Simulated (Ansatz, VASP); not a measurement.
Two plane-wave programs on Re

```xyz
2
Lattice="2.7598 0.0000 0.0000 -1.3799 2.3901 0.0000 0.0000 0.0000 4.4572" Properties=species:S:1:pos:R:3 pbc="T T T"
Re    0.0000    1.5934    1.1143
Re    1.3799    0.7967    3.3429
```

Alike in both runs: task single point; functional r2SCAN; k mesh 13 × 13 × 7; occupations methfessel-paxton of order 1, width 0.01 eV; no spin polarisation.

|  | VASP | Ansatz |
| --- | --- | --- |
| version | VASP 6.6.1 | Ansatz 0.2.0 |
| potentials or method | VASP PAW PBE potentials, release 64 (Re), cutoff 520 eV | plane waves (500 eV) with PAW, scalar-relativistic |
| valence electrons in the cell | 14 | 30 |

|  | VASP | Ansatz | Ansatz less VASP |
| --- | --- | --- | --- |
| pressure (GPa) | -0.1 | -0.2 | -0.09 |
| traceless stress, the component that is largest in VASP (GPa) | -0.15 | -0.09 | +0.061 |

VASP's potentials were made for PBE, not for r2SCAN. VASP's potentials hold 14 valence electrons a cell and Ansatz's 30, so a difference there can come from the potentials and not from the codes.

Spin-orbit coupling is off throughout.
